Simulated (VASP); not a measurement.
Write the native input for VASP 6.6.1 that does the following.

| Quantity | Value |
| --- | --- |
| Task | single point |
| Functional | PBE |
| Potentials or basis | VASP PAW PBE potentials, release 64 (Zn, Sn_d, N) |
| Cutoff | 520 eV |
| k mesh | 4 × 4 × 4 |
| Occupations | gaussian, width 0.2 eV |
| Spin | no spin polarisation |
| Dipole correction | no |
| Further INCAR settings | ALGO = Normal; EDIFF = 1e-07; NBANDS = 61 |

The structure of ZnSn2N2 lies in POSCAR:

```
ZnSn2N2
1.0
    0.0000000000      0.0000000000      5.8995269565
    6.2201455920      0.0000000000      0.0000000000
   -3.1100727960      4.7780262617     -2.9497634782
Zn Sn N
2 4 4
Direct
    0.2500000000      1.0000000000      1.0000000000
    0.7500000000      0.0000000000      0.0000000000
    0.6601970466      0.7129263489      0.3203940931
    0.1601970466      0.6074677442      0.3203940931
    0.8398029534      0.3925322558      0.6796059069
    0.3398029534      0.2870736511      0.6796059069
    0.3630687189      0.9713631593      0.7261374377
    0.8630687189      0.7547742784      0.7261374377
    0.1369312811      0.2452257216      0.2738625623
    0.6369312811      0.0286368407      0.2738625623
```

One way to write it, as run:

INCAR

```
PREC = Accurate
ENCUT = 520
EDIFF = 1E-7
ISMEAR = 0
SIGMA = 0.2
LREAL = False
LASPH = True
NELM = 60
ALGO = Normal
ISIF = 2
LWAVE = False
LCHARG = False
GGA = PE
NBANDS = 61
```

KPOINTS

```
Automatic mesh
0
Gamma
  4 4 4
```

Potentials or basis: VASP PAW PBE potentials, release 64 (Zn, Sn_d, N).

Launch:

```bash
$ cat potpaw_PBE.64/Zn/POTCAR potpaw_PBE.64/Sn_d/POTCAR potpaw_PBE.64/N/POTCAR > POTCAR
$ mpirun -np 1 vasp_std > vasp.out
```

It gave:

```
Pressure               : 0.2 GPa
Largest force          : 0.066 eV/Å
Band gap on the k mesh : zero (bands 50 and 51 overlap by 0.85 eV)
```

Caveat: spin-orbit coupling is left out, which moves the levels of the heavy elements.

Wall time 2.5 min on 1 thread of Intel(R) Xeon(R) 6975P-C (Granite Rapids), on a shared host, peak memory 0.41 GiB.
